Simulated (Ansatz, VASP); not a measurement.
Si3B: VASP beside Ansatz

```xyz
4
Lattice="3.6057 0.0000 0.0000 0.0000 3.6057 0.0000 0.0000 0.0000 3.6057" Properties=species:S:1:pos:R:3 pbc="T T T"
Si    0.0000    1.8029    1.8029
Si    1.8029    0.0000    1.8029
Si    1.8029    1.8029    0.0000
B     0.0000    0.0000    0.0000
```

Alike in both runs: functional r2SCAN; k mesh 14 × 14 × 14; occupations gaussian, width 0.1 eV; no spin polarisation.

Ansatz relaxed the structure, and its values are those at the end. VASP's run is a single point on that final structure, the one shown.

```csv
,VASP,Ansatz
version,VASP 6.6.1,Ansatz 0.2.0
potentials or method,"VASP PAW PBE potentials, release 64 (Si, B), cutoff 520 eV","scalar-relativistic, plane waves, PAW"
valence electrons in the cell,15,15
```

Ansatz gave:

| Quantity | Value |
| --- | --- |
| gap on the k mesh at the Fermi level (eV) | none |
| pressure (GPa) | 0.0 |

Task: Estimate VASP's values.

Result: gap on the k mesh at the Fermi level (eV): none; pressure (GPa): 0.1.

VASP's potentials were made for PBE, not for r2SCAN. A gap of «none» marks a metal or a gap that the smearing closes. With one functional, cell and mesh, what is left measures potentials, basis and numerics.
